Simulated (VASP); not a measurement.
# MoS2 (R-3m) in VASP: further runs

The runs below take MoS2 through single point, with PBE, LDA.

All numbers are computed with VASP 6.6.1; they aren't measurements. Logs are shortened: lines on timing, memory, paths and dates and some standing lists are left out, and cuts for length are marked.

**1. The cell of the first run**

Symmetry: R-3m, No. 166, trigonal system. Conventional cell: a = 3.200 Å, b = 3.200 Å, c = 20.115 Å, α = 90.00°, β = 90.00°, γ = 120.00°. Within 3.2 Å of Mo (site symmetry -3m) lie 6 S at 2.43 Å and 6 Mo at 3.20 Å. Within 3.2 Å of S (site symmetry 3m) lie 3 Mo at 2.43 Å and 6 S at 3.20 Å.

**2. Single point, PBE**

INCAR reads:

```
PREC = Accurate ; ENCUT = 520
EDIFF = 1E-6 ; ISMEAR = -1
SIGMA = 0.05 ; LREAL = F
LASPH = T ; NELM = 100
ALGO = Normal ; ISIF = 2
LWAVE = F ; LCHARG = F
GGA = PE ; NBANDS = 20
```

KPOINTS reads:

```
Automatic mesh
0
Gamma
  8 8 8
```

POSCAR reads:

```
MoS2
1.0
    1.5999900475      0.9237546846      6.7049545088
   -1.5999900475      0.9237546846      6.7049545088
    0.0000000000     -1.8475093693      6.7049545088
Mo S
1 2
Direct
    0.0000000000      0.0000000000      0.0000000000
    0.7451553973      0.7451553973      0.7451553973
    0.2548446027      0.2548446027      0.2548446027
```

Potentials or basis: VASP PAW PBE potentials, release 64 (Mo_sv, S).

Command:

```bash
cat potpaw_PBE.64/Mo_sv/POTCAR potpaw_PBE.64/S/POTCAR > POTCAR
mpirun -np 1 vasp_std > vasp.out
```

OUTCAR:

```text
PREC = Accurate
   ENCUT = 520
   EDIFF = 1E-6
   ISMEAR = -1
   LREAL = F
   LASPH = T
   NELM = 100
   ISIF = 2
   GGA = PE

 ion  position               nearest neighbor table
   1  0.000  0.000  0.000-   2 2.43   2 2.43   3 2.43   3 2.43   2 2.43   3 2.43
   2  0.745  0.745  0.745-   1 2.43   1 2.43   1 2.43
   3  0.255  0.255  0.255-   1 2.43   1 2.43   1 2.43

  LATTYP: Found a trigonal (rhomboedric) cell.
 ALAT       =     6.9548332715
 COS(alpha) =     0.8941499392

  Lattice vectors:

 A1 = (   1.5999900475,   0.9237546846,   6.7049545088)
 A2 = (  -1.5999900475,   0.9237546846,   6.7049545088)
 A3 = (   0.0000000000,  -1.8475093693,   6.7049545088)

Analysis of symmetry for initial positions (statically):
=====================================================================
 Subroutine PRICEL returns:
 Original cell was already a primitive cell.

 Routine SETGRP: Setting up the symmetry group for a
 trigonal (rhombohedral) supercell.

 Subroutine GETGRP returns: Found 12 space group operations
 (whereof 12 operations were pure point group operations)
 out of a pool of 12 trial point group operations.

The static configuration has the point symmetry D_3d.

Analysis of symmetry for dynamics (positions and initial velocities):
=====================================================================
 Subroutine PRICEL returns:
 Original cell was already a primitive cell.

 Routine SETGRP: Setting up the symmetry group for a
 trigonal (rhombohedral) supercell.

 Subroutine GETGRP returns: Found 12 space group operations
 (whereof 12 operations were pure point group operations)
 out of a pool of 12 trial point group operations.

The dynamic configuration has the point symmetry D_3d.

 Subroutine INISYM returns: Found 12 space group operations
 (whereof 12 operations are pure point group operations),
 and found     1 'primitive' translations

----------------------------------------------------------------------------------------

                                     Primitive cell

  volume of cell :      59.4595

  direct lattice vectors                    reciprocal lattice vectors
     1.599990047  0.923754685  6.704954509     0.312501944  0.180423081  0.049714481
    -1.599990047  0.923754685  6.704954509    -0.312501944  0.180423081  0.049714481
     0.000000000 -1.847509369  6.704954509     0.000000000 -0.360846163  0.049714481

  length of vectors
     6.954833272  6.954833272  6.954833272     0.364254695  0.364254695  0.364254695

  position of ions in fractional coordinates (direct lattice)
     0.000000000  0.000000000  0.000000000
     0.745155397  0.745155397  0.745155397
     0.254844603  0.254844603  0.254844603

  ion indices of the primitive-cell ions
   primitive index   ion index
                 1           1
                 2           2
                 3           3

----------------------------------------------------------------------------------------

 KPOINTS: Automatic mesh

Automatic generation of k-mesh.
 Grid dimensions read from file:
 generate k-points for:    8    8    8

 Generating k-lattice:

  Cartesian coordinates                     Fractional coordinates (reciprocal lattice)
     0.039062743  0.022552885  0.006214310     0.125000000  0.000000000  0.000000000
    -0.039062743  0.022552885  0.006214310     0.000000000  0.125000000  0.000000000
     0.000000000 -0.045105770  0.006214310     0.000000000  0.000000000  0.125000000

  Length of vectors
     0.045531837  0.045531837  0.045531837

  Shift w.r.t. Gamma in fractional coordinates (k-lattice)
     0.000000000  0.000000000  0.000000000

 Subroutine IBZKPT returns following result:
 ===========================================

 Found     65 irreducible k-points:

 Following reciprocal coordinates:
            Coordinates               Weight
  0.000000  0.000000  0.000000      1.000000
  0.125000  0.000000  0.000000      6.000000
  0.250000  0.000000  0.000000      6.000000
  0.375000  0.000000  0.000000      6.000000
  0.500000  0.000000  0.000000      3.000000
  0.125000  0.125000  0.000000      6.000000
[... 16 lines left out ...]
  0.250000  0.125000  0.125000      6.000000
  0.375000  0.125000  0.125000      6.000000
 [... further k-points ...]
   k-points           NKPTS =     65   k-points in BZ     NKDIM =     65   number of bands    NBANDS=     20
   number of dos      NEDOS =    301   number of ions     NIONS =      3
   total plane-waves  NPLWV = 157464
   dimension x,y,z NGX =    54 NGY =   54 NGZ =   54
   dimension x,y,z NGXF=   108 NGYF=  108 NGZF=  108
   ions per type =               1   2
   NGX,Y,Z   is equivalent  to a cutoff of  12.91, 12.91, 12.91 a.u.
   NGXF,Y,Z  is equivalent  to a cutoff of  25.82, 25.82, 25.82 a.u.
 SYSTEM =  unknown system
   PREC   = accura    normal or accurate (medium, high low for compatibility)
   ISTART =      0    job   : 0-new  1-cont  2-samecut
   ICHARG =      2    charge: 1-file 2-atom 10-const
   ISPIN  =      1    spin polarized calculation?
   LNONCOLLINEAR =      F non collinear calculations
   LSORBIT =      F    spin-orbit coupling
   LASPH  =      T    aspherical Exc in radial PAW
   ENCUT  =  520.0 eV  38.22 Ry    6.18 a.u.  12.93 12.93 12.93*2*pi/ulx,y,z
   NELM   =    100;   NELMIN=  2; NELMDL= -5     # of ELM steps
   EDIFF  = 0.1E-05   stopping-criterion for ELM
   LREAL  =      F    real-space projection
   EDIFFG = 0.1E-04   stopping-criterion for IOM
   NSW    =      0    number of steps for IOM
   IBRION =     -1    ionic relax: 0-MD 1-quasi-New 2-CG
   NFREE  =      0    steps in history (QN), initial steepest desc. (CG)
   ISIF   =      2    stress and relaxation
   ISYM   =      2    0-nonsym 1-usesym 2-fastsym
   POTIM  = 0.5000    time-step for ionic-motion
   TEBEG  =    0.0;   TEEND  =   0.0 temperature during run
   PSTRESS=    0.0 pullay stress
   NELECT =      26.0000    total number of electrons
   NUPDOWN=      -1.0000    fix difference up-down
   EMIN   =  10.00;   EMAX   =-10.00  energy-range for DOS
   EFERMI =   0.00;   METHOD = LEGACY
   ISMEAR =    -1;   SIGMA  =   0.05  broadening in eV -4-tet -1-fermi 0-gaus
   EFERMI_NEDOS =   21; number of points for ismear=-14 and -15
   IALGO  =     38    algorithm
   IMIX   =      4    mixing-type and parameters
     AMIX     =   0.40;   BMIX     =  1.00
     AMIX_MAG =   1.60;   BMIX_MAG =  1.00
  volume/ion in A,a.u.               =      19.82       133.75
  Fermi-wavevector in a.u.,A,eV,Ry     =   1.242584  2.348142 21.007585  1.544014
  Thomas-Fermi vector in A             =   2.376932
   LORBIT       =      0    0 simple, 1 ext, 2 COOP (PROOUT), +10 PAW based schemes
   GGA     = PE    functional components
   LHFCALC =     F    Hartree Fock is set to
   AEXX    =    0.0000 exact exchange contribution
   IVDW    =     0    specifies the selected vdW correction
   LEPSILON=     F    determine dielectric tensor
   LRPA    =     F    only Hartree local field effects (RPA)
 non-spin polarized calculation
  energy-cutoff  :      520.00
  volume of cell :       59.46
 maximum number of plane-waves:      1619
 NGX is ok and might be reduce to    54
   NGX = 25   NGY = 25   NGZ = 25

 number of electron      26.0000000 magnetization

 Free energy of the ion-electron system (eV)
  ---------------------------------------------------
  ext. energy  EPLUGINS =         0.00000000
  ---------------------------------------------------
  free energy    TOTEN  =       -21.01477793 eV

  energy without entropy =      -20.99823371  energy(sigma->0) =      -21.00650582

 E-fermi :   6.4278     XC(G=0): -10.1400

 val. band max:        6.4248786081   @ k =  -0.2500   0.5000   0.2500
 cond. band min:       6.4604246576   @ k =  -0.2500   0.5000   0.2500
 fundamental gap:      0.0355460495
 Fermi energy:         6.4277671511

 k-point     1 :       0.0000    0.0000    0.0000
  band No.  band energies     occupation
      1     -55.3756      2.00000
      2     -29.4076      2.00000
      3     -29.3601      2.00000
      4     -29.3601      2.00000
      5      -8.3782      2.00000
      6      -7.1175      2.00000
[... 12 lines left out ...]
     19      12.6923      0.00000
     20      15.9183      0.00000

 k-point     2 :       0.1250    0.0000    0.0000
  band No.  band energies     occupation
      1     -55.3706      2.00000
      2     -29.4120      2.00000
      3     -29.3974      2.00000
      4     -29.3720      2.00000
      5      -8.1417      2.00000
      6      -7.0516      2.00000
[... 12 lines left out ...]
     19      13.7055      0.00000
     20      15.4240      0.00000

 k-point     3 :       0.2500    0.0000    0.0000
  band No.  band energies     occupation
      1     -55.3583      2.00000
      2     -29.5353      2.00000
      3     -29.4006      2.00000
      4     -29.3729      2.00000
      5      -7.5238      2.00000
      6      -6.8637      2.00000
[... 12 lines left out ...]
     19      13.8818      0.00000
     20      14.7479      0.00000

 k-point     4 :       0.3750    0.0000    0.0000
  band No.  band energies     occupation
      1     -55.3461      2.00000
      2     -29.6563      2.00000
      3     -29.4290      2.00000
      4     -29.3483      2.00000
      5      -6.9616      2.00000
      6      -6.4473      2.00000
[... 12 lines left out ...]
     19      13.3603      0.00000
     20      14.3572      0.00000

 k-point     5 :       0.5000    0.0000    0.0000
  band No.  band energies     occupation
      1     -55.3410      2.00000
      2     -29.7058      2.00000
      3     -29.4408      2.00000
      4     -29.3380      2.00000
      5      -6.8321      2.00000
      6      -6.0772      2.00000
[... 12 lines left out ...]
     19      13.2540      0.00000
     20      13.3589      0.00000

 k-point     6 :       0.1250    0.1250    0.0000
  band No.  band energies     occupation
      1     -55.3706      2.00000
      2     -29.4120      2.00000
      3     -29.3974      2.00000
      4     -29.3720      2.00000
      5      -8.1368      2.00000
      6      -7.0593      2.00000
[... 12 lines left out ...]
     19      13.7306      0.00000
     20      15.5174      0.00000

 k-point     7 :       0.2500    0.1250    0.0000
  band No.  band energies     occupation
      1     -55.3619      2.00000
      2     -29.4936      2.00000
      3     -29.3985      2.00000
      4     -29.3798      2.00000
      5      -7.6983      2.00000
      6      -6.9428      2.00000
[... 12 lines left out ...]
     19      14.9362      0.00000
     20      15.2927      0.00000
[... 277 lines left out ...]
 k-point    20 :      -0.3750    0.3750    0.0000
  band No.  band energies     occupation
      1     -55.3374      2.00000
      2     -29.6430      2.00000
      3     -29.5497      2.00000
      4     -29.3310      2.00000
      5      -6.4274      2.00000
      6      -6.1978      2.00000
[... 12 lines left out ...]
     19      13.5383      0.00000
     20      14.7608      0.00000

 k-point    21 :       0.5000    0.5000    0.0000
  band No.  band energies     occupation
      1     -55.3410      2.00000
      2     -29.7058      2.00000
      3     -29.4408      2.00000
      4     -29.3380      2.00000
      5      -6.8004      2.00000
      6      -6.1176      2.00000
[... 12 lines left out ...]
     19      12.1164      0.00000
     20      13.7732      0.00000

 k-point    22 :       0.1250    0.1250    0.1250
  band No.  band energies     occupation
      1     -55.3756      2.00000
      2     -29.4076      2.00000
      3     -29.3601      2.00000
      4     -29.3601      2.00000
      5      -8.3654      2.00000
      6      -7.1390      2.00000
[... 12 lines left out ...]
     19      12.8024      0.00000
     20      15.7786      0.00000

 k-point    23 :       0.2500    0.1250    0.1250
  band No.  band energies     occupation
      1     -55.3706      2.00000
      2     -29.4120      2.00000
      3     -29.3974      2.00000
      4     -29.3720      2.00000
      5      -8.1219      2.00000
      6      -7.0821      2.00000
[... 12 lines left out ...]
     19      13.8236      0.00000
     20      15.3176      0.00000

 k-point    24 :       0.3750    0.1250    0.1250
  band No.  band energies     occupation
      1     -55.3583      2.00000
      2     -29.5353      2.00000
      3     -29.4006      2.00000
      4     -29.3729      2.00000
      5      -7.5056      2.00000
      6      -6.8860      2.00000
[... 12 lines left out ...]
     19      14.0077      0.00000
     20      14.8523      0.00000

 [... further k-points ...]

------------------------ aborting loop because EDIFF is reached ----------------------------------------

  FORCE on cell =-STRESS in cart. coord.  units (eV):
  Direction    XX          YY          ZZ          XY          YZ          ZX
  --------------------------------------------------------------------------------------
  -------------------------------------------------------------------------------------
  Total       -0.0328155     -0.0328155     -0.0305052     -0.0000000      0.0000000      0.0000000
  in kB       -0.8842364     -0.8842364     -0.8219844     -0.0000000      0.0000000      0.0000000
  external PRESSURE =      -0.8634857 kB  Pullay stress =       0.0000000 kB

 VOLUME and BASIS-vectors are now :
 -----------------------------------------------------------------------------
  energy-cutoff  :      520.00
  volume of cell :       59.46
      direct lattice vectors                 reciprocal lattice vectors
     1.599990047  0.923754685  6.704954509     0.312501944  0.180423081  0.049714481
    -1.599990047  0.923754685  6.704954509    -0.312501944  0.180423081  0.049714481
     0.000000000 -1.847509369  6.704954509     0.000000000 -0.360846163  0.049714481

 POSITION                                       TOTAL-FORCE (eV/Angst)
 -----------------------------------------------------------------------------------
      0.00000      0.00000      0.00000        -0.000000      0.000000     -0.000000
      0.00000     -0.00000     14.98870         0.000000      0.000000     -0.007644
      0.00000     -0.00000      5.12616         0.000000     -0.000000      0.007644
 -----------------------------------------------------------------------------------
    total drift:                                0.000000      0.000000      0.000000

  FREE ENERGIE OF THE ION-ELECTRON SYSTEM (eV)
  ---------------------------------------------------
  free  energy   TOTEN  =       -21.0147779266 eV

  energy  without entropy=      -20.9982337085  energy(sigma->0) =      -21.00650582
```

Run time: 9.9 min. Hardware: 1 thread of Intel Xeon 8259CL, shared host; peak memory 0.41 GiB.

What came out:

- Free energy: -21.0148 eV
- Pressure: -0.1 GPa
- Largest force: 0.008 eV/Å
- Band gap on the k mesh: zero (bands 13 and 14 overlap by 0.26 eV)

Forces in eV/Å, atoms in the order of the input:
```
Mo   0.000  0.000  0.000
S    0.000  0.000 -0.008
S    0.000  0.000  0.008
```

Levels at points of the mesh, in eV from the Fermi level:
| k point | band 11 | band 12 | band 13 | band 14 | band 15 | band 16 |
| --- | --- | --- | --- | --- | --- | --- |
| (0.00, 0.00, 0.00) | -1.18 | -0.90 | -0.90 | -0.23 | -0.23 | 3.17 |
| (0.50, 0.00, 0.00) | -2.80 | -1.98 | -1.57 | 1.04 | 1.83 | 3.29 |
| (0.50, 0.50, 0.00) | -2.84 | -2.11 | -1.64 | 1.04 | 1.71 | 3.46 |
| (0.50, 0.50, 0.50) | -0.90 | -0.90 | -0.44 | -0.27 | -0.27 | 3.21 |

**3. Single point, LDA**

INCAR reads:

```
ALGO = Normal
EDIFF = 1E-6
ENCUT = 520
GGA = CA
ISIF = 2
ISMEAR = -1
LASPH = T
LCHARG = F
LREAL = F
LWAVE = F
NBANDS = 20
NELM = 80
PREC = Accurate
SIGMA = 0.05
```

KPOINTS reads:

```
k-points
0
Gamma
  11 11 11
```

POSCAR is that of step 2.

Potentials or basis: VASP PAW LDA potentials, release 64 (Mo_sv, S).

Command:

```bash
cat potpaw_LDA.64/Mo_sv/POTCAR potpaw_LDA.64/S/POTCAR > POTCAR
mpirun -np 1 vasp_std > vasp.out
```

Run time: 22 min. Hardware: 1 thread of Intel Xeon 8259CL, shared host; peak memory 0.41 GiB.

It converged, with:

```yaml
Free_energy: -23.5279 eV
Pressure: -6.6 GPa
Largest_force: 0.418 eV/Å
Band_gap_on_the_k_mesh: zero (bands 13 and 14 overlap by 0.37 eV)
```

Forces on the atoms (eV/Å):
```
Mo   0.000  0.000  0.000
S    0.000  0.000 -0.418
S    0.000  0.000  0.418
```

Stress tensor (GPa, compression positive):
```
-7.04  0.00  0.00
 0.00 -7.04  0.00
 0.00  0.00 -5.75
```

Levels at points of the mesh, in eV from the Fermi level:
| k point | band 10 | band 11 | band 12 | band 13 | band 14 | band 15 | band 16 | band 17 |
| --- | --- | --- | --- | --- | --- | --- | --- | --- |
| (0.00, 0.00, 0.00) | -2.26 | -1.28 | -0.97 | -0.97 | -0.24 | -0.24 | 3.14 | 3.14 |

Caveat: the cell stands under tension.
